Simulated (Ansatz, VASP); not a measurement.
**RbYO3: VASP beside Ansatz**

```
CELL_PARAMETERS angstrom
4.54310 0.00000 0.00000
0.00000 4.54310 0.00000
0.00000 0.00000 4.54310
ATOMIC_POSITIONS crystal
Rb 0.00000 0.00000 0.00000
Y 0.50000 0.50000 0.50000
O 0.50000 0.50000 0.00000
O 0.50000 0.00000 0.50000
O 0.00000 0.50000 0.50000
```

Alike in both runs: task single point; functional LDA; k mesh 6 × 6 × 6; occupations gaussian, width 0.1 eV; no spin polarisation.

|  | VASP | Ansatz |
| --- | --- | --- |
| version | VASP 6.6.1 | Ansatz 0.2.0 |
| potentials or method | VASP PAW LDA potentials, release 64 (Rb_sv, Y_sv, O) | plane waves, PAW |
| plane-wave cutoff (eV) | 520 | 420 |
| valence electrons in the cell | 38 | 38 |

|  | VASP | Ansatz | Ansatz less VASP |
| --- | --- | --- | --- |
| pressure (GPa) | -7.8 | -7.8 | -0.06 |

LDA's correlation is that of Perdew and Zunger in VASP and of Perdew and Wang (1992) in Ansatz.
